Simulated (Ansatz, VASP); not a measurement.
Two plane-wave programs on KMgF3

```xyz
5
Lattice="3.9859 0.0000 0.0000 0.0000 3.9859 0.0000 0.0000 0.0000 3.9859" Properties=species:S:1:pos:R:3 pbc="T T T"
K     1.9929    1.9929    1.9929
Mg    0.0000    0.0000    0.0375
F     1.9929    0.0000    0.0000
F     0.0000    1.9929    0.0000
F     0.0000    0.0000    1.9929
```

Change from the starting cell: all Mg atoms moved +0.037 Å, as atom 2 along Cartesian [0 0 1].

Alike in both runs: task single point; functional PBEsol; k mesh 6 × 6 × 6; occupations gaussian, width 0.05 eV; no spin polarisation.

|  | VASP | Ansatz |
| --- | --- | --- |
| version | VASP 6.6.1 | Ansatz 0.2.0 |
| potentials or method | VASP PAW PBE potentials, release 64 (K_sv, Mg, F), cutoff 520 eV | scalar-relativistic, plane waves, PAW |
| valence electrons in the cell | 32 | 40 |

Ansatz gave:

```
gap on the k mesh at the Fermi level (eV)                     : 7.14
least direct gap on the mesh (eV)                             : 7.47
pressure (GPa)                                                : 0.4
traceless stress, the component that is largest in VASP (GPa) : 0.13
rms of the force components (eV/Å)                            : 0.110
```

Q: What did VASP give for the same quantities?

A: gap on the k mesh at the Fermi level (eV): 7.12; least direct gap on the mesh (eV): 7.45; pressure (GPa): 0.0; traceless stress, the component that is largest in VASP (GPa): 0.13; rms of the force components (eV/Å): 0.112.

VASP's potentials were made for PBE, not for PBEsol. Atom by atom the forces differ by 0.001 eV/Å (rms over components). VASP's potentials hold 32 valence electrons a cell and Ansatz's 40, so a difference there can come from the potentials and not from the codes.
